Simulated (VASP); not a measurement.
# Zn (Im-3m) in VASP: a series of runs

Runs on Zn. Level: revPBE. Tasks: single point.

Program: VASP 6.6.1. These are calculated values, not measurements. Logs are shortened: lines on timing, memory, paths and dates and some standing lists are left out, and cuts for length are marked.

## Step 1: The cell of the first run

Symmetry: Im-3m, No. 229, cubic system. The conventional cell has a = 3.209 Å, b = 3.209 Å, c = 3.209 Å, α = 90.00°, β = 90.00°, γ = 90.00°. Zn (site symmetry m-3m) has 14 Zn at 2.78 to 3.21 Å within 3.7 Å.

## Step 2: Single point, revPBE (volume scaled by 1.04)

Input file INCAR:

```
PREC = Accurate ; ENCUT = 520
EDIFF = 1E-7 ; ISMEAR = -1
SIGMA = 0.1 ; LREAL = F
LASPH = T ; NELM = 80
ALGO = Normal ; ISIF = 2
LWAVE = F ; LCHARG = F
GGA = RE ; NBANDS = 12
```

Input file KPOINTS:

```
Automatic mesh
0
Gamma
  16 16 16
```

Input file POSCAR:

```
Zn
1.0
   -1.6047136416      1.6047136416      1.6047136416
    1.6047136416     -1.6047136416      1.6047136416
    1.6047136416      1.6047136416     -1.6047136416
Zn
1
Direct
    0.0000000000      0.0000000000      0.0000000000
```

Potentials or basis: VASP PAW PBE potentials, release 64 (Zn).

Command:

```console
$ cat potpaw_PBE.64/Zn/POTCAR > POTCAR
$ mpirun -np 1 vasp_std > vasp.out
```

OUTCAR:

```text
PREC = Accurate
   ENCUT = 520
   EDIFF = 1E-7
   ISMEAR = -1
   LREAL = F
   LASPH = T
   NELM = 80
   ISIF = 2
   GGA = RE

 ion  position               nearest neighbor table
   1  0.000  0.000  0.000-

  LATTYP: Found a body centered cubic cell.
 ALAT       =     3.2094272832

  Lattice vectors:

 A1 = (  -1.6047136416,   1.6047136416,   1.6047136416)
 A2 = (   1.6047136416,  -1.6047136416,   1.6047136416)
 A3 = (   1.6047136416,   1.6047136416,  -1.6047136416)

Analysis of symmetry for initial positions (statically):
=====================================================================
 Subroutine PRICEL returns:
 Original cell was already a primitive cell.

 Routine SETGRP: Setting up the symmetry group for a
 body centered cubic supercell.

 Subroutine GETGRP returns: Found 48 space group operations
 (whereof 48 operations were pure point group operations)
 out of a pool of 48 trial point group operations.

The static configuration has the point symmetry O_h .

Analysis of symmetry for dynamics (positions and initial velocities):
=====================================================================
 Subroutine PRICEL returns:
 Original cell was already a primitive cell.

 Routine SETGRP: Setting up the symmetry group for a
 body centered cubic supercell.

 Subroutine GETGRP returns: Found 48 space group operations
 (whereof 48 operations were pure point group operations)
 out of a pool of 48 trial point group operations.

The dynamic configuration has the point symmetry O_h .

 Subroutine INISYM returns: Found 48 space group operations
 (whereof 48 operations are pure point group operations),
 and found     1 'primitive' translations

----------------------------------------------------------------------------------------

                                     Primitive cell

  volume of cell :      16.5292

  direct lattice vectors                    reciprocal lattice vectors
    -1.604713642  1.604713642  1.604713642     0.000000000  0.311582071  0.311582071
     1.604713642 -1.604713642  1.604713642     0.311582071  0.000000000  0.311582071
     1.604713642  1.604713642 -1.604713642     0.311582071  0.311582071  0.000000000

  length of vectors
     2.779445559  2.779445559  2.779445559     0.440643591  0.440643591  0.440643591

  position of ions in fractional coordinates (direct lattice)
     0.000000000  0.000000000  0.000000000

  ion indices of the primitive-cell ions
   primitive index   ion index
                 1           1

[... 72 lines left out ...]
   LREAL  =      F    real-space projection
   EDIFFG = 0.1E-05   stopping-criterion for IOM
   NSW    =      0    number of steps for IOM
   IBRION =     -1    ionic relax: 0-MD 1-quasi-New 2-CG
   NFREE  =      0    steps in history (QN), initial steepest desc. (CG)
   ISIF   =      2    stress and relaxation
   ISYM   =      2    0-nonsym 1-usesym 2-fastsym
   POTIM  = 0.5000    time-step for ionic-motion
   TEBEG  =    0.0;   TEEND  =   0.0 temperature during run
   PSTRESS=    0.0 pullay stress
   NELECT =      12.0000    total number of electrons
   NUPDOWN=      -1.0000    fix difference up-down
   EMIN   =  10.00;   EMAX   =-10.00  energy-range for DOS
   EFERMI =   0.00;   METHOD = LEGACY
   ISMEAR =    -1;   SIGMA  =   0.10  broadening in eV -4-tet -1-fermi 0-gaus
   EFERMI_NEDOS =   21; number of points for ismear=-14 and -15
   IALGO  =     38    algorithm
   IMIX   =      4    mixing-type and parameters
     AMIX     =   0.40;   BMIX     =  1.00
     AMIX_MAG =   1.60;   BMIX_MAG =  1.00
  volume/ion in A,a.u.               =      16.53       111.54
  Fermi-wavevector in a.u.,A,eV,Ry     =   1.471356  2.780459 29.455088  2.164888
  Thomas-Fermi vector in A             =   2.586502
   LORBIT       =      0    0 simple, 1 ext, 2 COOP (PROOUT), +10 PAW based schemes
   GGA     = RE    functional components
   LHFCALC =     F    Hartree Fock is set to
   AEXX    =    0.0000 exact exchange contribution
   IVDW    =     0    specifies the selected vdW correction
   LEPSILON=     F    determine dielectric tensor
   LRPA    =     F    only Hartree local field effects (RPA)
 non-spin polarized calculation
  energy-cutoff  :      520.00
  volume of cell :       16.53
 maximum number of plane-waves:       466
 NGX is ok and might be reduce to    24
   NGX = 11   NGY = 11   NGZ = 11

 number of electron      12.0000009 magnetization

 Free energy of the ion-electron system (eV)
  ---------------------------------------------------
  ext. energy  EPLUGINS =         0.00000000
  ---------------------------------------------------
  free energy    TOTEN  =        -0.73586379 eV

  energy without entropy =       -0.72651325  energy(sigma->0) =       -0.73118852

 E-fermi :   2.7294     XC(G=0): -11.0370

 val. band max:        2.6762491652   @ k =   0.5000   0.5000   0.2500
 cond. band min:       2.8504997673   @ k =  -0.4375   0.5000   0.1250
 fundamental gap:      0.1742506021
 Fermi energy:         2.7293503255

 k-point     1 :       0.0000    0.0000    0.0000
  band No.  band energies     occupation
      1      -7.0719      2.00000
      2      -4.8388      2.00000
      3      -4.8388      2.00000
      4      -4.8388      2.00000
      5      -4.4006      2.00000
      6      -4.4006      2.00000
      7      20.7005      0.00000
      8      20.7005      0.00000
      9      20.7005      0.00000
     10      22.8082      0.00000
     11      22.8082      0.00000
     12      22.8082      0.00000
[... 331 lines left out ...]
 k-point    24 :       0.2500    0.1875    0.0000
  band No.  band energies     occupation
      1      -5.1565      2.00000
      2      -4.9646      2.00000
      3      -4.6378      2.00000
      4      -4.4686      2.00000
      5      -4.3356      2.00000
      6      -2.1651      2.00000
      7       7.2281      0.00000
      8       9.0992      0.00000
      9      14.2883      0.00000
     10      20.6576      0.00000
     11      22.2990      0.00000
     12      25.8519      0.00000

 [... further k-points ...]
[... 5 lines left out ...]
  --------------------------------------------------------------------------------------
  -------------------------------------------------------------------------------------
  Total       -0.1704298     -0.1704298     -0.1704298      0.0000000     -0.0000000      0.0000000
  in kB      -16.5197525    -16.5197525    -16.5197525      0.0000000     -0.0000000      0.0000000
  external PRESSURE =     -16.5197525 kB  Pullay stress =       0.0000000 kB

 VOLUME and BASIS-vectors are now :
 -----------------------------------------------------------------------------
  energy-cutoff  :      520.00
  volume of cell :       16.53
      direct lattice vectors                 reciprocal lattice vectors
    -1.604713642  1.604713642  1.604713642     0.000000000  0.311582071  0.311582071
     1.604713642 -1.604713642  1.604713642     0.311582071  0.000000000  0.311582071
     1.604713642  1.604713642 -1.604713642     0.311582071  0.311582071  0.000000000

 POSITION                                       TOTAL-FORCE (eV/Angst)
 -----------------------------------------------------------------------------------
      0.00000      0.00000      0.00000         0.000000      0.000000     -0.000000
 -----------------------------------------------------------------------------------
    total drift:                                0.000000      0.000000      0.000000

  FREE ENERGIE OF THE ION-ELECTRON SYSTEM (eV)
  ---------------------------------------------------
  free  energy   TOTEN  =        -0.7358637865 eV

  energy  without entropy=       -0.7265132541  energy(sigma->0) =       -0.73118852
```

OSZICAR:

```text
N       E                     dE             d eps       ncg     rms          rms(c)
DAV:   1     0.430816131280E+02    0.43082E+02   -0.65293E+03  3572   0.153E+03
DAV:   2     0.527755226442E+00   -0.42554E+02   -0.40325E+02  3608   0.213E+02
DAV:   3    -0.792325497038E+00   -0.13201E+01   -0.13177E+01  4016   0.372E+01
DAV:   4    -0.795471803840E+00   -0.31463E-02   -0.31462E-02  3880   0.183E+00
DAV:   5    -0.795474466470E+00   -0.26626E-05   -0.26630E-05  3912   0.513E-02    0.234E+00
DAV:   6    -0.738341095327E+00    0.57133E-01   -0.30778E-01  4000   0.111E+01    0.188E+00
DAV:   7    -0.736627502339E+00    0.17136E-02   -0.55316E-03  3636   0.135E+00    0.933E-01
DAV:   8    -0.735841037391E+00    0.78646E-03   -0.12582E-03  3760   0.518E-01    0.496E-02
DAV:   9    -0.735862590524E+00   -0.21553E-04   -0.69661E-05  3956   0.879E-02    0.171E-02
DAV:  10    -0.735864044392E+00   -0.14539E-05   -0.20288E-06  4008   0.176E-02    0.133E-03
DAV:  11    -0.735863880026E+00    0.16437E-06   -0.39181E-08  2444   0.359E-03    0.413E-04
DAV:  12    -0.735863786468E+00    0.93558E-07   -0.10329E-08  1980   0.128E-03
   1 F= -.73586379E+00 E0= -.73118852E+00  d E =-.935053E-02
```

Run time: 49 s. Hardware: 1 thread of AMD EPYC 7R13, shared host; peak memory 0.13 GiB.

What came out:

| Item | Value |
| --- | --- |
| Free energy | -0.7359 eV |
| Pressure | -1.7 GPa |
| Band gap on the k mesh | zero (band 6 reaches 6.82 eV, above the bottom of band 7 at 1.65 eV) |

Caveat: the PAW data sets were made with another functional, which shifts forces and pressure a little.

## Step 3: Single point, revPBE (volume scaled by 1.08)

Input file INCAR:

```
ALGO = Normal
EDIFF = 1E-6
ENCUT = 520
GGA = RE
ISIF = 2
ISMEAR = -1
LASPH = True
LCHARG = False
LREAL = False
LWAVE = False
NBANDS = 12
NELM = 100
PREC = Accurate
SIGMA = 0.1
```

Input file KPOINTS:

```
k-points
0
Gamma
  16 16 16
```

Input file POSCAR:

```
Zn
1.0
   -1.6250286291      1.6250286291      1.6250286291
    1.6250286291     -1.6250286291      1.6250286291
    1.6250286291      1.6250286291     -1.6250286291
Zn
1
Direct
    0.0000000000      0.0000000000      0.0000000000
```

Potentials or basis: VASP PAW PBE potentials, release 64 (Zn).

Command:

```console
$ cat potpaw_PBE.64/Zn/POTCAR > POTCAR
$ mpirun -np 1 vasp_std > vasp.out
```

OUTCAR:

```text
EDIFF = 1E-6
   ENCUT = 520
   GGA = RE
   ISIF = 2
   ISMEAR = -1
   LASPH = True
   LREAL = False
   NELM = 100
   PREC = Accurate

 ion  position               nearest neighbor table
   1  0.000  0.000  0.000-

  LATTYP: Found a body centered cubic cell.
 ALAT       =     3.2500572582

  Lattice vectors:

 A1 = (  -1.6250286291,   1.6250286291,   1.6250286291)
 A2 = (   1.6250286291,  -1.6250286291,   1.6250286291)
 A3 = (   1.6250286291,   1.6250286291,  -1.6250286291)

[... 529 lines left out ...]
      4      -4.6501      2.00000
      5      -4.5257      2.00000
      6      -2.3007      2.00000
      7       6.8502      0.00000
      8       8.7025      0.00000
      9      13.7651      0.00000
     10      20.0096      0.00000
     11      21.5738      0.00000
     12      25.0634      0.00000

 [... further k-points ...]
[... 5 lines left out ...]
  --------------------------------------------------------------------------------------
  -------------------------------------------------------------------------------------
  Total       -0.3521440     -0.3521440     -0.3521440     -0.0000000     -0.0000000      0.0000000
  in kB      -32.8691052    -32.8691052    -32.8691052     -0.0000000     -0.0000000      0.0000000
  external PRESSURE =     -32.8691052 kB  Pullay stress =       0.0000000 kB

 VOLUME and BASIS-vectors are now :
 -----------------------------------------------------------------------------
  energy-cutoff  :      520.00
  volume of cell :       17.16
      direct lattice vectors                 reciprocal lattice vectors
    -1.625028629  1.625028629  1.625028629     0.000000000  0.307686887  0.307686887
     1.625028629 -1.625028629  1.625028629     0.307686887  0.000000000  0.307686887
     1.625028629  1.625028629 -1.625028629     0.307686887  0.307686887  0.000000000

 POSITION                                       TOTAL-FORCE (eV/Angst)
 -----------------------------------------------------------------------------------
      0.00000      0.00000      0.00000         0.000000     -0.000000      0.000000
 -----------------------------------------------------------------------------------
    total drift:                                0.000000     -0.000000      0.000000

  FREE ENERGIE OF THE ION-ELECTRON SYSTEM (eV)
  ---------------------------------------------------
  free  energy   TOTEN  =        -0.7259317158 eV

  energy  without entropy=       -0.7167096798  energy(sigma->0) =       -0.72132070
```

Wall time 44 s (1 thread of AMD EPYC 7R13, shared host); peak memory 0.12 GiB.

Results:

```
Free energy            : -0.7259 eV
Pressure               : -3.3 GPa
Band gap on the k mesh : zero (band 6 reaches 6.51 eV, above the bottom of band 7 at 1.34 eV)
```

Caveat: the PAW data sets were made with another functional, which shifts forces and pressure a little.
